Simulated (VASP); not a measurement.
Sc2Al, 6 atoms in the cell. The structure is orthorhombic, space group Cmcm (No. 63). Conventional cell: a = 2.924 Å, b = 15.192 Å, c = 4.730 Å, α = 90.00°, β = 90.00°, γ = 90.00°. Sc (site symmetry m2m) has 10 Sc at 2.91 to 2.92 Å and 2 Al at 2.92 Å within 3.8 Å. Within 3.8 Å of Sc (site symmetry m2m) lie 8 Sc at 2.91 to 2.92 Å and 4 Al at 2.91 to 2.92 Å. Al (site symmetry m2m) has 6 Sc at 2.91 to 2.92 Å and 6 Al at 2.91 to 2.92 Å within 3.8 Å. 

```yaml
Program: VASP 6.6.1
Task: single point
Functional: PBE
Potentials_or_basis: VASP PAW PBE potentials, release 64 (Sc_sv, Al)
Cutoff: 520 eV
k_mesh: 6 × 6 × 4
Occupations: gaussian, width 0.1 eV
Spin: no spin polarisation
Dipole_correction: no
Further_INCAR_settings: ALGO = Fast; EDIFF = 1e-07; NBANDS = 34
```

Potentials or basis: VASP PAW PBE potentials, release 64 (Sc_sv, Al).

Run with:

```sh
$ cat potpaw_PBE.64/Sc_sv/POTCAR potpaw_PBE.64/Al/POTCAR > POTCAR
$ mpirun -np 1 vasp_std > vasp.out
```

Hardware: 1 thread of Intel(R) Xeon(R) Platinum 8375C CPU @ 2.90GHz (Ice Lake), with other jobs on the host.

Q: How long does it take, and how much memory?

A: Run time: 6.9 min on 1 thread of Intel(R) Xeon(R) Platinum 8375C CPU @ 2.90GHz (Ice Lake), on a shared host, peak memory 0.39 GiB. Counts: scf iterations 20, k points 39.
